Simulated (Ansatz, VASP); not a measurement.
KBr in VASP and in Ansatz

```xyz
2
Lattice="4.0435 0.0000 0.0000 0.0000 4.0435 0.0000 0.0000 0.0000 4.0435" Properties=species:S:1:pos:R:3 pbc="T T T"
K     0.0000    0.0000    0.0000
Br    2.0217    2.0217    2.0217
```

Alike in both runs: task single point; functional PBE; k mesh 6 × 6 × 6; occupations gaussian, width 0.05 eV; no spin polarisation.

|  | VASP | Ansatz |
| --- | --- | --- |
| version | VASP 6.6.1 | Ansatz 0.2.0 |
| potentials or method | VASP PAW PBE potentials, release 64 (K_sv, Br), cutoff 500 eV | scalar-relativistic, plane waves, PAW |
| valence electrons in the cell | 16 | 16 |

VASP gave:

| Item | Value |
| --- | --- |
| gap on the k mesh at the Fermi level (eV) | 3.86 |
| pressure (GPa) | -0.1 |

**Question.** Estimate Ansatz's values.

**Answer.** gap on the k mesh at the Fermi level (eV): 3.86; pressure (GPa): 0.0.
